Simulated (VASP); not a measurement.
Write the native input for VASP 6.6.1 that does the following.

```
Task                   : relaxation of cell and atoms
Functional             : PBE
Potentials or basis    : VASP PAW PBE potentials, release 64 (Mg, Te)
Cutoff                 : 600 eV
k mesh                 : 3 × 3 × 3
Occupations            : gaussian, width 0.1 eV
Spin                   : no spin polarisation
Dipole correction      : no
Further INCAR settings : ALGO = Normal; EDIFF = 1e-07; IBRION = 2; EDIFFG = -0.04; NSW = 90; ISIF = 3
```

The structure of MgTe4 lies in POSCAR:

```
MgTe4
1.0
    3.3022395900      1.9065489100      4.5580308800
   -3.3022395900      1.9065489100      4.5580308800
    0.0000000000     -3.8130978300      4.5580308800
Mg Te
1 4
Direct
    0.0000000000      0.0000000000      0.0000000000
    0.0000000000      0.0000000000      0.5000000000
    0.5000000000      0.0000000000      0.0000000000
    0.0000000000      0.5000000000      0.0000000000
    0.5000000000      0.5000000000      0.5000000000
```

One way to write it, as run:

INCAR

```
PREC = Accurate
ENCUT = 600
EDIFF = 1E-7
ISMEAR = 0
SIGMA = 0.1
LREAL = F
LASPH = T
NELM = 100
ALGO = Normal
ISIF = 3
LWAVE = F
LCHARG = F
GGA = PE
IBRION = 2
NSW = 90
EDIFFG = -0.04
```

KPOINTS

```
Automatic mesh
0
Gamma
  3 3 3
```

Potentials or basis: VASP PAW PBE potentials, release 64 (Mg, Te).

Launch:

```bash
$ cat potpaw_PBE.64/Mg/POTCAR potpaw_PBE.64/Te/POTCAR > POTCAR
$ mpirun -np 1 vasp_std > vasp.out
```

It gave:

| Item | Value |
| --- | --- |
| Relaxed volume | 33.21 Å³/atom |
| Relaxed cell | a = 5.857 Å, b = 5.857 Å, c = 5.857 Å, α = 67.95°, β = 67.95°, γ = 67.95° |
| Space group after relaxing (to 0.05 Å) | R-3m (No. 166) |
| Energy gained by relaxing | 4.6 meV/atom |
| Ionic steps | 5 |
| Pressure after relaxing | 0.0 GPa |
| Band gap on the k mesh | zero (band 13 reaches 5.66 eV, above the bottom of band 14 at 5.02 eV) |

Caveat: the k points lie up to 0.40 Å⁻¹ apart in the final cell; spin-orbit coupling is left out, which moves the levels of the heavy elements.

Run time: 98 s on 1 thread of Intel Xeon 6975P-C (shared host), peak memory 0.34 GiB.
